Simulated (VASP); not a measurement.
GdO, 2 atoms in the cell. Symmetry: P-6m2, No. 187, hexagonal system. The conventional cell has a = 3.050 Å, b = 3.050 Å, c = 2.976 Å, α = 90.00°, β = 90.00°, γ = 120.00°. Within 3.1 Å of Gd (site symmetry -6m2) lie 6 O at 2.31 Å and 8 Gd at 2.98 to 3.05 Å. Within 3.1 Å of O (site symmetry -6m2) lie 6 Gd at 2.31 Å and 8 O at 2.98 to 3.05 Å. 

* Program: VASP 6.6.1
* Task: single point
* Functional: r2SCAN0
* Potentials or basis: VASP PAW PBE potentials, release 64 (Gd, O)
* Cutoff: 520 eV
* k mesh: 5 × 5 × 5
* Occupations: fermi-dirac, width 0.05 eV
* Spin: collinear spin, ferromagnetic start
* Starting moments: [7.0, 0.0] μB
* Dipole correction: no
* Grid for exact exchange (PRECFOCK): Normal
* Further INCAR settings: ALGO = Normal; EDIFF = 1e-06; NBANDS = 23
* Share of exact exchange: 0.25

Potentials or basis: VASP PAW PBE potentials, release 64 (Gd, O).

Launch:

```console
$ cat potpaw_PBE.64/Gd/POTCAR potpaw_PBE.64/O/POTCAR > POTCAR
$ cp INCAR.step1 INCAR
$ mpirun -np 1 vasp_std > vasp.out
$ cp INCAR.step2 INCAR
$ mpirun -np 1 vasp_std > vasp.out
```

Hardware: 1 thread of Oxide Virtual Turin-like Processor (shared host).

Task: How long does it take, and how much memory?

Result: It took 120 min on 1 thread of Oxide Virtual Turin-like Processor (shared host), peak memory 0.15 GiB. Counts: k points 15.
